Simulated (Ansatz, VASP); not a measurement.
## RbBr in VASP and in Ansatz

File INCAR:

```
SYSTEM = RbBr
ALGO = Normal
EDIFF = 1E-6
ENCUT = 520
GGA = PE
ISIF = 2
ISMEAR = -1
LASPH = .TRUE.
LCHARG = .TRUE.
LELF = .TRUE.
LREAL = .FALSE.
LVHAR = .TRUE.
LWAVE = .FALSE.
NBANDS = 15
NELM = 100
PREC = Accurate
SIGMA = 0.02
```

KPOINTS

```
k-points
0
G
  6 6 6
  0 0 0
```

Contents of POSCAR:

```
RbBr
1.0
    0.0000000000      3.4608261073      3.5473467599
    3.4608261073      0.0000000000      3.5473467599
    3.4608261073      3.4608261073      0.0000000000
Rb Br
1 1
Direct
    0.0000000000      0.0000000000      0.0000000000
    0.5000000000      0.5000000000      0.5000000000
```

Input for Ansatz:

```yaml
crystal:
  lattice:
    - [0.0, 3.4608261073, 3.5473467599]
    - [3.4608261073, 0.0, 3.5473467599]
    - [3.4608261073, 3.4608261073, 0.0]
  atoms:
    - { symbol: Rb, position: [0.0, 0.0, 0.0] }
    - { symbol: Br, position: [0.5, 0.5, 0.5] }
kpoints:
  mp_grid: { grid: [6, 6, 6] }
  band_path:
    path:
      - [0.0, 0.0, 0.0]
      - [0.5, 0.0, 0.5]
      - [0.625, 0.25, 0.625]
      - [0.375, 0.375, 0.75]
      - [0.5, 0.5, 0.5]
      - [0.5, 0.25, 0.75]
    npoints: 1
hamiltonian:
  xc: pbe
scf:
  occupations: { method: fermi_dirac, width: 0.02 }
  n_extra_bands: 4
output:
  forces: true
  stress: true
  eigenvalues: true
```

Change from the starting cell: uniaxial_z strain +2.5%.

Alike in both runs: task single point; functional PBE; k mesh 6 × 6 × 6; occupations fermi-dirac, width 0.02 eV; no spin polarisation.

|  | VASP | Ansatz |
| --- | --- | --- |
| version | VASP 6.6.1 | Ansatz 0.2.0 |
| potentials or method | VASP PAW PBE potentials, release 64 (Rb_sv, Br) | plane waves, PAW |
| plane-wave cutoff (eV) | 520 | 420 |
| valence electrons in the cell | 16 | 16 |

Ansatz gave:

```
gap on the k mesh at the Fermi level (eV)                     : 4.22
pressure (GPa)                                                : 0.2
traceless stress, the component that is largest in VASP (GPa) : -0.39
```

Q: What did VASP give for the same quantities?

A: gap on the k mesh at the Fermi level (eV): 4.22; pressure (GPa): 0.2; traceless stress, the component that is largest in VASP (GPa): -0.40.

The functional is the same, so the differences come from potentials, cutoffs and numerics.
